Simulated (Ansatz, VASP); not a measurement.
Given: the input of a run of Ansatz 0.2.0 on Sb.

input.yaml

```yaml
crystal:
  lattice:
    - [-4.0830431818, 4.0830431818, 2.0521409013]
    - [4.0830431818, -4.0830431818, 2.0521409013]
    - [4.0830431818, 4.0830431818, -2.0521409013]
  atoms:
    - { symbol: Sb, position: [0.65126306, 0.15126306, 0.80252612] }
    - { symbol: Sb, position: [0.15126306, 0.34873694, 0.5] }
    - { symbol: Sb, position: [0.34873694, 0.84873694, 0.19747388] }
    - { symbol: Sb, position: [0.84873694, 0.65126306, 0.5] }
hamiltonian:
  xc: r2scan
  pseudopotentials: { kind: paw }
kpoints:
  mp_grid: { grid: [7, 7, 7] }
scf:
  occupations: { method: fermi_dirac, width: 0.05 }
output:
  forces: true
  stress: true
  eigenvalues: true
```

Potentials or basis: Ansatz PAW.

The run is started by

```sh
$ ansatz run input.yaml --threads 2 --pin off --max-ram 5632MiB --backend cpu --events-out ev --progress --plain --runs-dir out
```

**Question.** Translate it to VASP 6.6.1. Potentials there: VASP PAW PBE potentials, release 64 (Sb).

**Answer.** As run (the cutoff follows the program's own potentials):

POSCAR

```
Sb
1.0
   -4.0830431818      4.0830431818      2.0521409013
    4.0830431818     -4.0830431818      2.0521409013
    4.0830431818      4.0830431818     -2.0521409013
Sb
4
Direct
    0.6512630600      0.1512630600      0.8025261200
    0.1512630600      0.3487369400      0.5000000000
    0.3487369400      0.8487369400      0.1974738800
    0.8487369400      0.6512630600      0.5000000000
```

File INCAR.step1:

```
ALGO     = Normal         # electronic algorithm
EDIFF    = 1E-4           # SCF threshold, eV
ENCUT    = 520            # plane-wave cutoff, eV
GGA      = PE             # functional
ISMEAR   = -1             # smearing method
LASPH    = T              # aspherical terms in the spheres
LCHARG   = F              # write CHGCAR
LREAL    = F              # projectors in reciprocal space
LWAVE    = T              # write WAVECAR
NBANDS   = 18             # bands
NELM     = 80             # most SCF steps
PREC     = Accurate       # precision mode
SIGMA    = 0.05           # smearing width, eV
```

File INCAR.step2:

```
ALGO     = Normal         # electronic algorithm
EDIFF    = 1E-7           # SCF threshold, eV
ENCUT    = 520            # plane-wave cutoff, eV
ISIF     = 2              # what is computed and relaxed
ISMEAR   = -1             # smearing method
ISTART   = 1            
LASPH    = T              # aspherical terms in the spheres
LCHARG   = F              # write CHGCAR
LMIXTAU  = T            
LREAL    = F              # projectors in reciprocal space
LWAVE    = F              # write WAVECAR
METAGGA  = R2SCAN         # meta-GGA
NBANDS   = 18             # bands
NELM     = 80             # most SCF steps
PREC     = Accurate       # precision mode
SIGMA    = 0.05           # smearing width, eV
```

Contents of KPOINTS:

```
k-points
0
Gamma
  7 7 7
```

Potentials or basis: VASP PAW PBE potentials, release 64 (Sb).

The run is started by

```console
$ cat potpaw_PBE.64/Sb/POTCAR > POTCAR
$ cp INCAR.step1 INCAR
$ mpirun -np 1 vasp_std > vasp.out
$ cp INCAR.step2 INCAR
$ mpirun -np 1 vasp_std > vasp.out
```

Both were run:

|  | VASP | Ansatz | Ansatz less VASP |
| --- | --- | --- | --- |
| gap on the k mesh at the Fermi level (eV) | none | none | - |
| pressure (GPa) | -1.3 | -1.2 | +0.02 |
| traceless stress, the component that is largest in VASP (GPa) | -0.28 | -0.29 | -0.012 |
| rms of the force components (eV/Å) | 0.003 | 0.009 | +0.0055 |

VASP's potentials were made for PBE, not for r2SCAN. Atom by atom the forces differ by 0.006 eV/Å (rms over components). A gap of «none» marks a metal or a gap that the smearing closes. VASP's potentials hold 20 valence electrons a cell and Ansatz's 60, so a difference there can come from the potentials and not from the codes.

Neither program's run includes spin-orbit coupling.
